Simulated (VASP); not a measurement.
# SnO2 (R-3m) in VASP: a series of runs, part 2 of 2

VASP 6.6.1.

## Step 4: Single point, LDA

This run uses another cell than the first one, of the same volume but with other edges.

File INCAR:

```
ALGO = Normal
EDIFF = 1E-6
ENCUT = 520
GGA = CA
ISIF = 2
ISMEAR = 0
LASPH = True
LCHARG = False
LREAL = False
LWAVE = False
NBANDS = 20
NELM = 100
PREC = Accurate
SIGMA = 0.05
```

File KPOINTS:

```
k-points
0
Gamma
  12 12 12
```

File POSCAR:

```
SnO2
1.0
    1.6626687780      0.9599422666      4.5410198619
   -1.6626687780      0.9599422666      4.5410198619
    0.0000000000     -1.9198845331      4.5410198619
Sn O
1 2
Direct
    0.5000000000      0.5000000000      0.5000000000
    0.2371700000      0.2371700000      0.2371700000
    0.7628300000      0.7628300000      0.7628300000
```

Potentials or basis: VASP PAW LDA potentials, release 64 (Sn_d, O).

On the command line:

```bash
cat potpaw_LDA.64/Sn_d/POTCAR potpaw_LDA.64/O/POTCAR > POTCAR
mpirun -np 1 vasp_std > vasp.out
```

OUTCAR:

```text
EDIFF = 1E-6
   ENCUT = 520
   GGA = CA
   ISIF = 2
   ISMEAR = 0
   LASPH = True
   LREAL = False
   NELM = 100
   PREC = Accurate

 ion  position               nearest neighbor table
   1  0.500  0.500  0.500-   2 2.15   2 2.15   3 2.15   3 2.15   2 2.15   3 2.15
   2  0.237  0.237  0.237-   1 2.15   1 2.15   1 2.15
   3  0.763  0.763  0.763-   1 2.15   1 2.15   1 2.15

  LATTYP: Found a trigonal (rhomboedric) cell.
 ALAT       =     4.9301945202
 COS(alpha) =     0.7725356347

  Lattice vectors:

 A1 = (   1.6626687780,   0.9599422666,   4.5410198619)
 A2 = (  -1.6626687780,   0.9599422666,   4.5410198619)
 A3 = (   0.0000000000,  -1.9198845331,   4.5410198619)

Analysis of symmetry for initial positions (statically):
=====================================================================
 Subroutine PRICEL returns:
 Original cell was already a primitive cell.

 Routine SETGRP: Setting up the symmetry group for a
 trigonal (rhombohedral) supercell.
[... 165 lines left out ...]
  ---------------------------------------------------
  free energy    TOTEN  =       -20.34337318 eV

  energy without entropy =      -20.34337318  energy(sigma->0) =      -20.34337318

 E-fermi :   3.5525     XC(G=0): -10.6334

 val. band max:        3.2263825331   @ k =  -0.0833   0.0833   0.0833
 cond. band min:       4.4080974399   @ k =   0.0000   0.0000   0.0000
 fundamental gap:      1.1817149068
 Fermi energy:         3.5525003090

 k-point     1 :       0.0000    0.0000    0.0000
  band No.  band energies     occupation
      1     -16.8280      2.00000
      2     -16.6203      2.00000
      3     -16.6203      2.00000
      4     -16.4739      2.00000
      5     -16.4739      2.00000
      6     -14.4274      2.00000
[... 541 lines left out ...]
     19      16.2179      0.00000
     20      16.8207      0.00000

 [... further k-points ...]

------------------------ aborting loop because EDIFF is reached ----------------------------------------

  FORCE on cell =-STRESS in cart. coord.  units (eV):
  Direction    XX          YY          ZZ          XY          YZ          ZX
  --------------------------------------------------------------------------------------
  -------------------------------------------------------------------------------------
  Total       -4.4504892     -4.4504892     -1.7024613      0.0000000     -0.0000000      0.0000000
  in kB     -163.9694066   -163.9694066    -62.7237940      0.0000000     -0.0000000      0.0000000
  external PRESSURE =    -130.2208691 kB  Pullay stress =       0.0000000 kB

 VOLUME and BASIS-vectors are now :
 -----------------------------------------------------------------------------
  energy-cutoff  :      520.00
  volume of cell :       43.49
      direct lattice vectors                 reciprocal lattice vectors
     1.662668778  0.959942267  4.541019862     0.300721350  0.173621553  0.073404949
    -1.662668778  0.959942267  4.541019862    -0.300721350  0.173621553  0.073404949
     0.000000000 -1.919884533  4.541019862     0.000000000 -0.347243105  0.073404949

 POSITION                                       TOTAL-FORCE (eV/Angst)
 -----------------------------------------------------------------------------------
      0.00000      0.00000      6.81153        -0.000000      0.000000     -0.000000
      0.00000      0.00000      3.23098         0.000000     -0.000000     -0.405014
      0.00000      0.00000     10.39208         0.000000      0.000000      0.405014
 -----------------------------------------------------------------------------------
    total drift:                                0.000000      0.000000      0.000000

  FREE ENERGIE OF THE ION-ELECTRON SYSTEM (eV)
  ---------------------------------------------------
  free  energy   TOTEN  =       -20.3433731765 eV

  energy  without entropy=      -20.3433731765  energy(sigma->0) =      -20.34337318
```

OSZICAR:

```text
N       E                     dE             d eps       ncg     rms          rms(c)
DAV:   1     0.248750413862E+03    0.24875E+03   -0.13859E+04  8084   0.190E+03
DAV:   2     0.553175265110E+01   -0.24322E+03   -0.23031E+03  8260   0.486E+02
DAV:   3    -0.224563872146E+02   -0.27988E+02   -0.27716E+02  8916   0.140E+02
DAV:   4    -0.232676431159E+02   -0.81126E+00   -0.81050E+00  8312   0.257E+01
DAV:   5    -0.232841236853E+02   -0.16481E-01   -0.16480E-01  9112   0.390E+00    0.103E+01
DAV:   6    -0.204636474229E+02    0.28205E+01   -0.11522E+01 11816   0.585E+01    0.443E+00
DAV:   7    -0.203938222826E+02    0.69825E-01   -0.65734E-01  7844   0.681E+00    0.203E+00
DAV:   8    -0.203469347719E+02    0.46888E-01   -0.96892E-02  8144   0.298E+00    0.407E-01
DAV:   9    -0.203432062921E+02    0.37285E-02   -0.10310E-02 11080   0.125E+00    0.871E-02
DAV:  10    -0.203433656905E+02   -0.15940E-03   -0.13394E-03  8276   0.336E-01    0.348E-02
DAV:  11    -0.203433743809E+02   -0.86904E-05   -0.39521E-05 11560   0.850E-02    0.213E-02
DAV:  12    -0.203433732028E+02    0.11781E-05   -0.71629E-06  8248   0.235E-02    0.787E-03
DAV:  13    -0.203433731765E+02    0.26267E-07   -0.77162E-07  4732   0.714E-03
   1 F= -.20343373E+02 E0= -.20343373E+02  d E =-.791513E-22
```

Wall time 2.2 min (1 thread of Intel Xeon 6975P-C (Granite Rapids), shared host); peak memory 0.3 GiB.

What came out:

- Free energy: -20.3434 eV
- Pressure: -13.0 GPa
- Largest force: 0.405 eV/Å
- Band gap on the k mesh: 1.18 eV (least direct gap 1.27 eV)

Forces in eV/Å, atoms in the order of the input:
```
Sn   0.000  0.000  0.000
O    0.000  0.000 -0.405
O    0.000  0.000  0.405
```

Caveat: the cell stands under tension; spin-orbit coupling is left out, which moves the levels of the heavy elements. A k mesh can miss the band edges.

## Step 5: Single point, LDA

This run uses another cell than the first one, of the same volume but with other edges.

File INCAR:

```
SYSTEM = SnO2
PREC = Accurate ; ENCUT = 520
EDIFF = 1E-6 ; ISMEAR = 0
SIGMA = 0.05 ; LREAL = .False.
LASPH = .True. ; NELM = 60
ALGO = Normal ; ISIF = 2
LWAVE = .False. ; LCHARG = .True.
GGA = CA ; LELF = .True.
LVHAR = .True. ; NBANDS = 20
```

File KPOINTS:

```
regular mesh
0
Gamma
  12 12 12
  0 0 0
```

File POSCAR:

```
SnO2
1.0
    1.5665254527      0.9044338918      5.1155221953
   -1.5665254527      0.9044338918      5.1155221953
    0.0000000000     -1.8088677837      5.1155221953
Sn O
1 2
Direct
    0.5000000000      0.5000000000      0.5000000000
    0.2371700000      0.2371700000      0.2371700000
    0.7628300000      0.7628300000      0.7628300000
```

Potentials or basis: VASP PAW LDA potentials, release 64 (Sn_d, O).

On the command line:

```bash
cat potpaw_LDA.64/Sn_d/POTCAR potpaw_LDA.64/O/POTCAR > POTCAR
mpirun -np 1 vasp_std > vasp.out
```

OUTCAR:

```text
SYSTEM = SnO2
   PREC = Accurate
   ENCUT = 520
   EDIFF = 1E-6
   ISMEAR = 0
   LREAL = .False.
   LASPH = .True.
   NELM = 60
   ISIF = 2
   GGA = CA

 ion  position               nearest neighbor table
   1  0.500  0.500  0.500-   2 2.11   2 2.11   3 2.11   3 2.11   2 2.11   3 2.11
   2  0.237  0.237  0.237-   1 2.11   1 2.11   1 2.11
   3  0.763  0.763  0.763-   1 2.11   1 2.11   1 2.11

  LATTYP: Found a trigonal (rhomboedric) cell.
 ALAT       =     5.4259165114
 COS(alpha) =     0.8332911357

  Lattice vectors:

 A1 = (   1.5665254527,   0.9044338918,   5.1155221953)
 A2 = (  -1.5665254527,   0.9044338918,   5.1155221953)
 A3 = (   0.0000000000,  -1.8088677837,   5.1155221953)

Analysis of symmetry for initial positions (statically):
=====================================================================
 Subroutine PRICEL returns:
 Original cell was already a primitive cell.

 Routine SETGRP: Setting up the symmetry group for a
 trigonal (rhombohedral) supercell.

 Subroutine GETGRP returns: Found 12 space group operations
 (whereof 12 operations were pure point group operations)
[... 163 lines left out ...]

  energy without entropy =      -20.37434570  energy(sigma->0) =      -20.37434570

 E-fermi :   2.9171     XC(G=0): -10.4779

 val. band max:        2.7109682092   @ k =  -0.1667   0.2500   0.0833
 cond. band min:       5.0654270731   @ k =   0.0000   0.0000   0.0000
 fundamental gap:      2.3544588639
 Fermi energy:         2.9171154611

 k-point     1 :       0.0000    0.0000    0.0000
  band No.  band energies     occupation
      1     -17.0289      2.00000
      2     -16.8848      2.00000
      3     -16.8848      2.00000
      4     -16.6136      2.00000
      5     -16.6136      2.00000
      6     -15.1140      2.00000
[... 541 lines left out ...]
     19      15.6423      0.00000
     20      17.0537      0.00000

 [... further k-points ...]

------------------------ aborting loop because EDIFF is reached ----------------------------------------

  FORCE on cell =-STRESS in cart. coord.  units (eV):
  Direction    XX          YY          ZZ          XY          YZ          ZX
  --------------------------------------------------------------------------------------
  -------------------------------------------------------------------------------------
  Total        0.0594487      0.0594487     -2.5560815      0.0000000      0.0000000      0.0000000
  in kB        2.1902676      2.1902676    -94.1737296      0.0000000      0.0000000      0.0000000
  external PRESSURE =     -29.9310648 kB  Pullay stress =       0.0000000 kB

 VOLUME and BASIS-vectors are now :
 -----------------------------------------------------------------------------
  energy-cutoff  :      520.00
  volume of cell :       43.49
      direct lattice vectors                 reciprocal lattice vectors
     1.566525453  0.904433892  5.115522195     0.319177706  0.184277334  0.065161155
    -1.566525453  0.904433892  5.115522195    -0.319177706  0.184277334  0.065161155
     0.000000000 -1.808867784  5.115522195     0.000000000 -0.368554669  0.065161155

 POSITION                                       TOTAL-FORCE (eV/Angst)
 -----------------------------------------------------------------------------------
      0.00000     -0.00000      7.67328         0.000000     -0.000000     -0.000000
      0.00000     -0.00000      3.63975        -0.000000      0.000000     -0.943859
      0.00000     -0.00000     11.70682        -0.000000     -0.000000      0.943859
 -----------------------------------------------------------------------------------
    total drift:                                0.000000      0.000000      0.000000

  FREE ENERGIE OF THE ION-ELECTRON SYSTEM (eV)
  ---------------------------------------------------
  free  energy   TOTEN  =       -20.3743457041 eV

  energy  without entropy=      -20.3743457041  energy(sigma->0) =      -20.37434570
```

OSZICAR:

```text
N       E                     dE             d eps       ncg     rms          rms(c)
DAV:   1     0.255584560099E+03    0.25558E+03   -0.13990E+04  7964   0.189E+03
DAV:   2     0.666984817009E+01   -0.24891E+03   -0.23541E+03  8120   0.490E+02
DAV:   3    -0.222902750557E+02   -0.28960E+02   -0.28624E+02  8880   0.143E+02
DAV:   4    -0.231345766197E+02   -0.84430E+00   -0.84344E+00  8328   0.263E+01
DAV:   5    -0.231519606339E+02   -0.17384E-01   -0.17383E-01  9208   0.400E+00    0.104E+01
DAV:   6    -0.204694240994E+02    0.26825E+01   -0.10709E+01 11732   0.565E+01    0.460E+00
DAV:   7    -0.204208851033E+02    0.48539E-01   -0.63826E-01  7808   0.685E+00    0.207E+00
DAV:   8    -0.203790690263E+02    0.41816E-01   -0.75326E-02  8408   0.256E+00    0.502E-01
DAV:   9    -0.203742186079E+02    0.48504E-02   -0.83443E-03 11148   0.133E+00    0.806E-02
DAV:  10    -0.203743395108E+02   -0.12090E-03   -0.13590E-03  7936   0.286E-01    0.395E-02
DAV:  11    -0.203743459549E+02   -0.64441E-05   -0.39396E-05 11412   0.651E-02    0.206E-02
DAV:  12    -0.203743457041E+02    0.25080E-06   -0.49679E-06  7932   0.212E-02
   1 F= -.20374346E+02 E0= -.20374346E+02  d E =-.107898E-10
```

stdout:

```text
POSCAR found type information on POSCAR SnO
 POSCAR found :  2 types and       3 ions
 scaLAPACK will be used
 LDA part: xc-table for (Slater(with rela. corr.)+CA(PZ))
 , standard interpolation
 POSCAR, INCAR and KPOINTS ok, starting setup
 FFT: planning ... GRIDC
 FFT: planning ... GRID_SOFT
 FFT: planning ... GRID
 WAVECAR not read
 entering main loop
```

Run time: 2.1 min. Hardware: 1 thread of Intel Xeon 6975P-C (Granite Rapids), shared host; peak memory 0.3 GiB.

Results:

* Free energy: -20.3743 eV
* Pressure: -3.0 GPa
* Largest force: 0.944 eV/Å
* Band gap on the k mesh: 2.35 eV (least direct gap 2.58 eV)

Forces on the atoms (eV/Å):
```
Sn   0.000  0.000  0.000
O    0.000  0.000 -0.944
O    0.000  0.000  0.944
```

Caveat: spin-orbit coupling is left out, which moves the levels of the heavy elements.

## Step 6: Single point, LDA

This run uses another cell than the first one, of the same volume but with other edges.

File INCAR:

```
ALGO = Normal ; EDIFF = 1E-6
ENCUT = 520 ; ISIF = 2
ISMEAR = 0 ; LASPH = True
LCHARG = False ; LREAL = False
LWAVE = False ; NBANDS = 20
NELM = 60 ; PREC = Accurate
SIGMA = 0.05
```

File KPOINTS:

```
k-points
0
Gamma
  12 12 12
```

File POSCAR:

```
SnO2
1.0
    1.6392477882      0.9464201518      4.6717078071
   -1.6392477882      0.9464201518      4.6717078071
    0.0000000000     -1.8928403036      4.6717078071
Sn O
1 2
Direct
    0.5000000000      0.5000000000      0.5000000000
    0.2371700000      0.2371700000      0.2371700000
    0.7628300000      0.7628300000      0.7628300000
```

Potentials or basis: VASP PAW LDA potentials, release 64 (Sn_d, O).

On the command line:

```bash
cat potpaw_LDA.64/Sn_d/POTCAR potpaw_LDA.64/O/POTCAR > POTCAR
mpirun -np 1 vasp_std > vasp.out
```

OUTCAR:

```text
EDIFF = 1E-6
   ENCUT = 520
   ISIF = 2
   ISMEAR = 0
   LASPH = True
   LREAL = False
   NELM = 60
   PREC = Accurate

 ion  position               nearest neighbor table
   1  0.500  0.500  0.500-   2 2.14   2 2.14   3 2.14   3 2.14   2 2.14   3 2.14
   2  0.237  0.237  0.237-   1 2.14   1 2.14   1 2.14
   3  0.763  0.763  0.763-   1 2.14   1 2.14   1 2.14

  LATTYP: Found a trigonal (rhomboedric) cell.
 ALAT       =     5.0406049488
 COS(alpha) =     0.7884788079

  Lattice vectors:

 A1 = (   1.6392477882,   0.9464201518,   4.6717078071)
 A2 = (  -1.6392477882,   0.9464201518,   4.6717078071)
 A3 = (   0.0000000000,  -1.8928403036,   4.6717078071)

Analysis of symmetry for initial positions (statically):
=====================================================================
 Subroutine PRICEL returns:
 Original cell was already a primitive cell.

 Routine SETGRP: Setting up the symmetry group for a
 trigonal (rhombohedral) supercell.

 Subroutine GETGRP returns: Found 12 space group operations
[... 164 lines left out ...]
  free energy    TOTEN  =       -20.40669360 eV

  energy without entropy =      -20.40669360  energy(sigma->0) =      -20.40669360

 E-fermi :   3.3374     XC(G=0): -10.5975

 val. band max:        3.1059246003   @ k =  -0.1667   0.1667   0.0000
 cond. band min:       4.5957344914   @ k =   0.0000   0.0000   0.0000
 fundamental gap:      1.4898098911
 Fermi energy:         3.3374388388

 k-point     1 :       0.0000    0.0000    0.0000
  band No.  band energies     occupation
      1     -16.8650      2.00000
      2     -16.6666      2.00000
      3     -16.6666      2.00000
      4     -16.4961      2.00000
      5     -16.4961      2.00000
      6     -14.5832      2.00000
[... 541 lines left out ...]
     19      16.0246      0.00000
     20      16.8524      0.00000

 [... further k-points ...]

------------------------ aborting loop because EDIFF is reached ----------------------------------------

  FORCE on cell =-STRESS in cart. coord.  units (eV):
  Direction    XX          YY          ZZ          XY          YZ          ZX
  --------------------------------------------------------------------------------------
  -------------------------------------------------------------------------------------
  Total       -3.4769003     -3.4769003     -1.7972833      0.0000000      0.0000000      0.0000000
  in kB     -128.0994655   -128.0994656    -66.2173211      0.0000000      0.0000000      0.0000000
  external PRESSURE =    -107.4720841 kB  Pullay stress =       0.0000000 kB

 VOLUME and BASIS-vectors are now :
 -----------------------------------------------------------------------------
  energy-cutoff  :      520.00
  volume of cell :       43.49
      direct lattice vectors                 reciprocal lattice vectors
     1.639247788  0.946420152  4.671707807     0.305017950  0.176102196  0.071351494
    -1.639247788  0.946420152  4.671707807    -0.305017950  0.176102196  0.071351494
     0.000000000 -1.892840304  4.671707807     0.000000000 -0.352204391  0.071351494

 POSITION                                       TOTAL-FORCE (eV/Angst)
 -----------------------------------------------------------------------------------
      0.00000      0.00000      7.00756        -0.000000     -0.000000      0.000000
      0.00000      0.00000      3.32397         0.000000      0.000000     -0.505569
      0.00000      0.00000     10.69116         0.000000     -0.000000      0.505569
 -----------------------------------------------------------------------------------
    total drift:                                0.000000      0.000000      0.000000

  FREE ENERGIE OF THE ION-ELECTRON SYSTEM (eV)
  ---------------------------------------------------
  free  energy   TOTEN  =       -20.4066935988 eV

  energy  without entropy=      -20.4066935988  energy(sigma->0) =      -20.40669360
```

OSZICAR:

```text
N       E                     dE             d eps       ncg     rms          rms(c)
DAV:   1     0.252997338367E+03    0.25300E+03   -0.13906E+04  7944   0.191E+03
DAV:   2     0.598752112177E+01   -0.24701E+03   -0.23371E+03  8236   0.488E+02
DAV:   3    -0.224749245404E+02   -0.28462E+02   -0.28167E+02  8872   0.141E+02
DAV:   4    -0.232974713628E+02   -0.82255E+00   -0.82181E+00  8272   0.258E+01
DAV:   5    -0.233142982329E+02   -0.16827E-01   -0.16826E-01  9148   0.394E+00    0.103E+01
DAV:   6    -0.205195908574E+02    0.27947E+01   -0.11282E+01 11768   0.579E+01    0.446E+00
DAV:   7    -0.204562090035E+02    0.63382E-01   -0.64697E-01  7780   0.677E+00    0.204E+00
DAV:   8    -0.204105135213E+02    0.45695E-01   -0.90133E-02  8184   0.286E+00    0.426E-01
DAV:   9    -0.204065296232E+02    0.39839E-02   -0.97311E-03 10960   0.128E+00    0.847E-02
DAV:  10    -0.204066863476E+02   -0.15672E-03   -0.13514E-03  8080   0.320E-01    0.362E-02
DAV:  11    -0.204066945284E+02   -0.81808E-05   -0.36990E-05 11600   0.751E-02    0.213E-02
DAV:  12    -0.204066935988E+02    0.92966E-06   -0.60178E-06  8060   0.212E-02
   1 F= -.20406694E+02 E0= -.20406694E+02  d E =-.184859E-12
```

stdout:

```text
POSCAR found type information on POSCAR SnO
 POSCAR found :  2 types and       3 ions
 scaLAPACK will be used
 LDA part: xc-table for (Slater(with rela. corr.)+CA(PZ))
 , standard interpolation
 POSCAR, INCAR and KPOINTS ok, starting setup
 FFT: planning ... GRIDC
 FFT: planning ... GRID_SOFT
 FFT: planning ... GRID
 WAVECAR not read
 entering main loop
```

Wall time 2 min (1 thread of Intel Xeon 6975P-C (Granite Rapids), shared host); peak memory 0.29 GiB.

Results:

```yaml
Free_energy: -20.4067 eV
Pressure: -10.7 GPa
Largest_force: 0.506 eV/Å
Band_gap_on_the_k_mesh: 1.49 eV (least direct gap 1.59 eV)
```

Forces in eV/Å, atoms in the order of the input:
```
Sn   0.000  0.000  0.000
O    0.000  0.000 -0.506
O    0.000  0.000  0.506
```

Caveat: the cell stands under tension; spin-orbit coupling is left out, which moves the levels of the heavy elements. A k mesh can miss the band edges.

## Step 7: Summary

```tsv
cell	gap on the mesh (eV)	pressure (GPa)	largest force (eV/Å)
a = 4.737 Å, angles 42.2°, 3 atoms	0.60	-17.0	0.25
a = 5.699 Å, angles 31.0°, 3 atoms	2.78	2.0	1.33
a = 4.930 Å, angles 39.4°, 3 atoms	1.18	-13.0	0.41
a = 5.426 Å, angles 33.6°, 3 atoms	2.35	-3.0	0.94
a = 5.041 Å, angles 38.0°, 3 atoms	1.49	-10.7	0.51
```

Alike in all rows: task single point; level LDA; potentials or basis VASP PAW LDA potentials, release 64 (Sn_d, O); no spin polarisation; k mesh 12 × 12 × 12; cutoff (eV) 520; smearing gaussian 0.05 eV.

Caveats: spin-orbit coupling is left out, which moves the levels of the heavy elements; the cell stands under tension (at least some runs); forces of over 1 eV/Å act on the atoms, so gaps and moduli don't describe the material at rest (at least some runs).

Absolute energies hang on the potentials; compare differences alone.
